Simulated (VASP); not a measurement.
# ZrPdSe4 (I4/mmm) in VASP: relaxation of cell and atoms with PBE

Aim: the relaxation of cell and atoms of ZrPdSe4 with PBE.

Program: VASP 6.6.1. These are calculated values, not measurements. Logs are shortened: lines on timing, memory, paths and dates and some standing lists are left out, and cuts for length are marked.

## (1) The cell of the first run

It takes space group I4/mmm (No. 139, tetragonal). The conventional cell has a = 7.726 Å, b = 7.726 Å, c = 5.141 Å, α = 90.00°, β = 90.00°, γ = 90.00°. Within 3.6 Å of Zr (site symmetry 4/mmm) lie 2 Pd at 2.57 Å and 8 Se at 3.52 Å. Pd (site symmetry 4/mmm) has 4 Se at 2.41 Å and 2 Zr at 2.57 Å within 3.2 Å. Se (site symmetry m2m) has 1 Pd at 2.41 Å and 7 Se at 2.90 to 3.41 Å and 2 Zr at 3.52 Å within 3.6 Å.

The cell was generated, and may not be a known phase.

## (2) Relaxation of cell and atoms, PBE

INCAR

```
SYSTEM = ZrPdSe4
PREC = Accurate
ENCUT = 600
EDIFF = 1E-6
ISMEAR = 0
SIGMA = 0.1
LREAL = .FALSE.
LASPH = .TRUE.
NELM = 100
ALGO = Fast
ISIF = 3
LWAVE = .FALSE.
LCHARG = .FALSE.
GGA = PE
IBRION = 2
NSW = 100
EDIFFG = -0.01
```

KPOINTS

```
regular mesh
0
G
  10 10 10
  0 0 0
```

POSCAR

```
ZrPdSe4
1.0
   -3.8627800887      3.8627800887      2.5704214502
    3.8627800887     -3.8627800887      2.5704214502
    3.8627800887      3.8627800887     -2.5704214502
Zr Pd Se
1 1 4
Direct
    0.0000000000      0.0000000000      0.0000000000
    0.5000000000      0.5000000000      0.0000000000
    0.5000000000      0.8121679124      0.3121679124
    0.5000000000      0.1878320876      0.6878320876
    0.8121679124      0.5000000000      0.3121679124
    0.1878320876      0.5000000000      0.6878320876
```

Potentials or basis: VASP PAW PBE potentials, release 64 (Zr_sv, Pd, Se).

On the command line:

```console
$ cat potpaw_PBE.64/Zr_sv/POTCAR potpaw_PBE.64/Pd/POTCAR potpaw_PBE.64/Se/POTCAR > POTCAR
$ mpirun -np 1 vasp_std > vasp.out
```

OUTCAR:

```text
SYSTEM = ZrPdSe4
   PREC = Accurate
   ENCUT = 600
   EDIFF = 1E-6
   ISMEAR = 0
   LREAL = .FALSE.
   LASPH = .TRUE.
   NELM = 100
   ISIF = 3
   GGA = PE
   IBRION = 2
   NSW = 100
   EDIFFG = -0.01

 ion  position               nearest neighbor table
   1  0.000  0.000  0.000-   2 2.57   2 2.57
   2  0.500  0.500  0.000-   3 2.41   4 2.41   5 2.41   6 2.41   1 2.57   1 2.57
   3  0.500  0.812  0.312-   2 2.41
   4  0.500  0.188  0.688-   2 2.41
   5  0.812  0.500  0.312-   2 2.41
   6  0.188  0.500  0.688-   2 2.41

  LATTYP: Found a body centered tetragonal cell.
 ALAT       =     7.7255601774
 C/A-ratio  =     0.6654330278

  Lattice vectors:

 A1 = (  -3.8627800887,   3.8627800887,   2.5704214502)
 A2 = (   3.8627800887,  -3.8627800887,   2.5704214502)
 A3 = (   3.8627800887,   3.8627800887,  -2.5704214502)

Analysis of symmetry for initial positions (statically):
=====================================================================
 Subroutine PRICEL returns:
 Original cell was already a primitive cell.

 Routine SETGRP: Setting up the symmetry group for a
 body centered tetragonal supercell.

 Subroutine GETGRP returns: Found 16 space group operations
 (whereof 16 operations were pure point group operations)
 out of a pool of 16 trial point group operations.

The static configuration has the point symmetry D_4h.

Analysis of symmetry for dynamics (positions and initial velocities):
=====================================================================
 Subroutine PRICEL returns:
 Original cell was already a primitive cell.

 Routine SETGRP: Setting up the symmetry group for a
 body centered tetragonal supercell.

 Subroutine GETGRP returns: Found 16 space group operations
 (whereof 16 operations were pure point group operations)
 out of a pool of 16 trial point group operations.

The dynamic configuration has the point symmetry D_4h.

 Subroutine INISYM returns: Found 16 space group operations
 (whereof 16 operations are pure point group operations),
 and found     1 'primitive' translations

----------------------------------------------------------------------------------------

                                     Primitive cell

  volume of cell :     153.4138

  direct lattice vectors                    reciprocal lattice vectors
    -3.862780089  3.862780089  2.570421450     0.000000000  0.129440452  0.194520630
     3.862780089 -3.862780089  2.570421450     0.129440452  0.000000000  0.194520630
     3.862780089  3.862780089 -2.570421450     0.129440452  0.129440452  0.000000000

  length of vectors
     6.037317820  6.037317820  6.037317820     0.233651677  0.233651677  0.183056442

  position of ions in fractional coordinates (direct lattice)
     0.000000000  0.000000000  0.000000000
     0.500000000  0.500000000  0.000000000
     0.500000000  0.812167912  0.312167912
     0.500000000  0.187832088  0.687832088
     0.812167912  0.500000000  0.312167912
     0.187832088  0.500000000  0.687832088

  ion indices of the primitive-cell ions
   primitive index   ion index
                 1           1
                 2           2
                 3           3
                 4           4
                 5           5
                 6           6

----------------------------------------------------------------------------------------

 KPOINTS: regular mesh

Automatic generation of k-mesh.
 Grid dimensions read from file:
 generate k-points for:   10   10   10

 Generating k-lattice:

  Cartesian coordinates                     Fractional coordinates (reciprocal lattice)
     0.000000000  0.012944045  0.019452063     0.100000000 -0.000000000  0.000000000
     0.012944045  0.000000000  0.019452063    -0.000000000  0.100000000  0.000000000
     0.012944045  0.012944045  0.000000000     0.000000000  0.000000000  0.100000000

  Length of vectors
     0.023365168  0.023365168  0.018305644

  Shift w.r.t. Gamma in fractional coordinates (k-lattice)
     0.000000000  0.000000000  0.000000000

 Subroutine IBZKPT returns following result:
 ===========================================

 Found    102 irreducible k-points:

 Following reciprocal coordinates:
            Coordinates               Weight
  0.000000  0.000000  0.000000      1.000000
  0.100000 -0.000000  0.000000      8.000000
  0.200000 -0.000000  0.000000      8.000000
  0.300000 -0.000000  0.000000      8.000000
  0.400000 -0.000000  0.000000      8.000000
  0.500000 -0.000000  0.000000      4.000000
[... 16 lines left out ...]
  0.300000  0.300000  0.000000      8.000000
  0.400000  0.300000  0.000000     16.000000
 [... further k-points ...]
   k-points           NKPTS =    102   k-points in BZ     NKDIM =    102   number of bands    NBANDS=     27
   number of dos      NEDOS =    301   number of ions     NIONS =      6
   total plane-waves  NPLWV = 110592
   dimension x,y,z NGX =    48 NGY =   48 NGZ =   48
   dimension x,y,z NGXF=    96 NGYF=   96 NGZF=   96
   ions per type =               1   1   4
   NGX,Y,Z   is equivalent  to a cutoff of  13.22, 13.22, 13.22 a.u.
   NGXF,Y,Z  is equivalent  to a cutoff of  26.43, 26.43, 26.43 a.u.
 SYSTEM =  ZrPdSe4
   PREC   = accura    normal or accurate (medium, high low for compatibility)
   ISTART =      0    job   : 0-new  1-cont  2-samecut
   ICHARG =      2    charge: 1-file 2-atom 10-const
   ISPIN  =      1    spin polarized calculation?
   LNONCOLLINEAR =      F non collinear calculations
   LSORBIT =      F    spin-orbit coupling
   LASPH  =      T    aspherical Exc in radial PAW
   ENCUT  =  600.0 eV  44.10 Ry    6.64 a.u.  12.06 12.06 12.06*2*pi/ulx,y,z
   NELM   =    100;   NELMIN=  2; NELMDL= -5     # of ELM steps
   EDIFF  = 0.1E-05   stopping-criterion for ELM
   LREAL  =      F    real-space projection
   EDIFFG = -.1E-01   stopping-criterion for IOM
   NSW    =    100    number of steps for IOM
   IBRION =      2    ionic relax: 0-MD 1-quasi-New 2-CG
   NFREE  =      1    steps in history (QN), initial steepest desc. (CG)
   ISIF   =      3    stress and relaxation
   ISYM   =      2    0-nonsym 1-usesym 2-fastsym
   POTIM  = 0.5000    time-step for ionic-motion
   TEBEG  =    0.0;   TEEND  =   0.0 temperature during run
   PSTRESS=    0.0 pullay stress
   NELECT =      46.0000    total number of electrons
   NUPDOWN=      -1.0000    fix difference up-down
   EMIN   =  10.00;   EMAX   =-10.00  energy-range for DOS
   EFERMI =   0.00;   METHOD = LEGACY
   ISMEAR =     0;   SIGMA  =   0.10  broadening in eV -4-tet -1-fermi 0-gaus
   EFERMI_NEDOS =   21; number of points for ismear=-14 and -15
   IALGO  =     68    algorithm
   IMIX   =      4    mixing-type and parameters
     AMIX     =   0.40;   BMIX     =  1.00
     AMIX_MAG =   1.60;   BMIX_MAG =  1.00
  volume/ion in A,a.u.               =      25.57       172.55
  Fermi-wavevector in a.u.,A,eV,Ry     =   1.095736  2.070641 16.335669  1.200638
  Thomas-Fermi vector in A             =   2.232065
   LORBIT       =      0    0 simple, 1 ext, 2 COOP (PROOUT), +10 PAW based schemes
   GGA     = PE    functional components
   LHFCALC =     F    Hartree Fock is set to
   AEXX    =    0.0000 exact exchange contribution
   IVDW    =     0    specifies the selected vdW correction
   LEPSILON=     F    determine dielectric tensor
   LRPA    =     F    only Hartree local field effects (RPA)
 conjugate gradient relaxation of ions
 non-spin polarized calculation
 RMM-DIIS sequential band-by-band and
 Gauss-broadening in eV      SIGMA  =   0.10
  energy-cutoff  :      600.00
  volume of cell :      153.41
 maximum number of plane-waves:      5162
   NGX = 25   NGY = 25   NGZ = 25

--------------------------------------- Ionic step        1  -------------------------------------------

 number of electron      45.9999996 magnetization

 Free energy of the ion-electron system (eV)
  ---------------------------------------------------
  ext. energy  EPLUGINS =         0.00000000
  ---------------------------------------------------
  free energy    TOTEN  =       -25.44763257 eV

  energy without entropy =      -25.42478121  energy(sigma->0) =      -25.43620689

------------------------ aborting loop because EDIFF is reached ----------------------------------------

  FORCE on cell =-STRESS in cart. coord.  units (eV):
  Direction    XX          YY          ZZ          XY          YZ          ZX
  --------------------------------------------------------------------------------------
  -------------------------------------------------------------------------------------
  Total       -0.1508784     -0.1508784      0.0678669      0.0000000      0.0000000      0.0000000
  in kB       -1.5756993     -1.5756993      0.7087688      0.0000000      0.0000000      0.0000000
  external PRESSURE =      -0.8142099 kB  Pullay stress =       0.0000000 kB
[... 265 lines left out ...]
  energy  without entropy=      -25.4276104429  energy(sigma->0) =      -25.43895183

--------------------------------------- Ionic step        8  -------------------------------------------

 number of electron      45.9999995 magnetization

 Free energy of the ion-electron system (eV)
  ---------------------------------------------------
  ext. energy  EPLUGINS =         0.00000000
  ---------------------------------------------------
  free energy    TOTEN  =       -25.45032235 eV

  energy without entropy =      -25.42759973  energy(sigma->0) =      -25.43896104

 E-fermi :   4.5051     XC(G=0):  -9.6271

 val. band max:        4.5006715200   @ k =   0.4000   0.4000   0.0000
 cond. band min:       4.5086750224   @ k =  -0.2000   0.1000   0.0000
 fundamental gap:      0.0080035024
 Fermi energy:         4.5051199722

 k-point     1 :       0.0000    0.0000    0.0000
  band No.  band energies     occupation
      1     -46.4982      2.00000
      2     -24.4734      2.00000
      3     -24.4734      2.00000
      4     -24.3664      2.00000
      5      -9.7534      2.00000
      6      -7.6871      2.00000
[... 709 lines left out ...]
     26       5.2135      0.00000
     27       5.3445      0.00000

 [... further k-points ...]

------------------------ aborting loop because EDIFF is reached ----------------------------------------

  FORCE on cell =-STRESS in cart. coord.  units (eV):
  Direction    XX          YY          ZZ          XY          YZ          ZX
  --------------------------------------------------------------------------------------
  -------------------------------------------------------------------------------------
  Total        0.0226392      0.0226392      0.0503034      0.0000000      0.0000000      0.0000000
  in kB        0.2380058      0.2380058      0.5288387      0.0000000      0.0000000      0.0000000
  external PRESSURE =       0.3349501 kB  Pullay stress =       0.0000000 kB
[... 21 lines left out ...]
  FREE ENERGIE OF THE ION-ELECTRON SYSTEM (eV)
  ---------------------------------------------------
  free  energy   TOTEN  =       -25.4503223459 eV

  energy  without entropy=      -25.4275997350  energy(sigma->0) =      -25.43896104

 reached required accuracy - stopping structural energy minimisation
```

It took 2 h on 1 thread of Oxide Virtual Turin-like, shared host; peak memory 0.72 GiB.

Results:

| Quantity | Value |
| --- | --- |
| Free energy | -25.4503 eV |
| Relaxed volume | 25.40 Å³/atom |
| Relaxed cell | a = 6.018 Å, b = 6.018 Å, c = 6.018 Å, α = 100.56°, β = 100.56°, γ = 129.30° |
| Space group after relaxing (to 0.1 Å) | I4/mmm (No. 139) |
| Energy gained by relaxing | 0.4 meV/atom |
| Ionic steps | 8 |
| Pressure after relaxing | 0.0 GPa |
| Band gap on the k mesh | zero (bands 23 and 24 overlap by 0.59 eV) |

Step by step:
```
step  energy change (eV)  largest force (eV/Å)  pressure (GPa)  volume (Å³)
   1              0.0000                0.0783           -0.08       153.41
   2             -0.0014                0.0504           -0.06       153.13
   3             -0.0024                0.0132           -0.03       152.74
   4             -0.0018                0.0640            0.05       151.97
   5             -0.0026                0.0093           -0.01       152.50
   6             -0.0026                0.0123           -0.02       152.48
   7             -0.0027                0.0100            0.06       152.34
   8             -0.0027                0.0005            0.03       152.40
```

Final structure:
```yaml
crystal:
  lattice:
    - [-3.84558, 3.84558, 2.57633]
    - [3.84558, -3.84558, 2.57633]
    - [3.84558, 3.84558, -2.57633]
  atoms:
    - { symbol: Zr, position: [0.00000, 0.00000, 0.00000] }
    - { symbol: Pd, position: [0.50000, 0.50000, 0.00000] }
    - { symbol: Se, position: [0.50000, 0.81372, 0.31372] }
    - { symbol: Se, position: [0.50000, 0.18628, 0.68628] }
    - { symbol: Se, position: [0.81372, 0.50000, 0.31372] }
    - { symbol: Se, position: [0.18628, 0.50000, 0.68628] }
```

Levels at points of the mesh, in eV from the Fermi level:
```csv
k point,band 19,band 20,band 21,band 22,band 23,band 24,band 25,band 26,band 27
"(0.00, 0.00, 0.00)",-1.13,-1.13,-0.99,-0.47,-0.25,-0.25,0.17,0.81,1.11
"(0.50, 0.00, 0.00)",-1.90,-1.17,-0.85,-0.85,-0.72,0.39,0.41,0.51,0.85
"(0.50, 0.50, 0.00)",-2.19,-1.97,-1.33,-1.18,-0.04,0.25,0.40,0.61,1.23
"(0.50, 0.50, 0.50)",-0.85,-0.80,-0.67,-0.67,-0.34,-0.03,0.29,0.34,0.50
```
